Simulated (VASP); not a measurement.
Write the native input for VASP 6.6.1 that does the following.

```
Task                   : single point
Functional             : LDA
Potentials or basis    : VASP PAW LDA potentials, release 64 (Nb_sv)
Cutoff                 : 520 eV
k mesh                 : 18 × 18 × 18
Occupations            : methfessel-paxton, width 0.05 eV
Spin                   : no spin polarisation
Dipole correction      : no
Further INCAR settings : ALGO = Normal; EDIFF = 1e-06; NBANDS = 12
```

The structure of Nb lies in POSCAR:

```
Nb
1.0
   -1.6240489160      1.6240489160      1.6240489160
    1.6240489160     -1.6240489160      1.6240489160
    1.6240489160      1.6240489160     -1.6240489160
Nb
1
Direct
    0.0000000000      0.0000000000      0.0000000000
```

These files were run (other wordings do the same):

INCAR

```
  ALGO = Normal
  EDIFF = 1E-6
  ENCUT = 520
  ISIF = 2
  ISMEAR = 1
  LASPH = True
  LCHARG = True
  LELF = True
  LREAL = False
  LVHAR = True
  LWAVE = False
  NBANDS = 12
  NELM = 100
  PREC = Accurate
  SIGMA = 0.05
```

KPOINTS

```
k-points
0
Gamma
  18 18 18
```

Potentials or basis: VASP PAW LDA potentials, release 64 (Nb_sv).

Launch:

```bash
$ cat potpaw_LDA.64/Nb_sv/POTCAR > POTCAR
$ mpirun -np 1 vasp_std > vasp.out
```

Results of the run:

```
Pressure : -0.2 GPa
```

Wall time 27 s on 1 thread of Intel Xeon 6975P-C, on a shared host, peak memory 0.16 GiB.
